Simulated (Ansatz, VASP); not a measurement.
Pt: VASP beside Ansatz

```
Pt
1.0
     0.00000    1.96000    1.96000
     1.96000    0.00000    1.96000
     1.96000    1.96000    0.00000
Pt
1
Direct
  0.00000 0.00000 0.00000
```

Alike in both runs: task single point; functional PBEsol; k mesh 35 × 35 × 35; no spin polarisation.

```csv
,VASP,Ansatz
version,VASP 6.6.1,Ansatz 0.2.0
potentials or method,"VASP PAW PBE potentials, release 64 (Pt)","plane-wave PAW, scalar-relativistic"
plane-wave cutoff (eV),520,420
occupations,"methfessel-paxton of order 1, width 0.1 eV","cold, width 0.1 eV"
valence electrons in the cell,10,18
```

|  | VASP | Ansatz | Ansatz less VASP |
| --- | --- | --- | --- |
| pressure (GPa) | -0.9 | -0.6 | +0.39 |

VASP's potentials were made for PBE, not for PBEsol, and Ansatz warns of the same on its side. VASP's potentials hold 10 valence electrons a cell and Ansatz's 18, so a difference there can come from the potentials and not from the codes.

Spin-orbit coupling is off throughout.
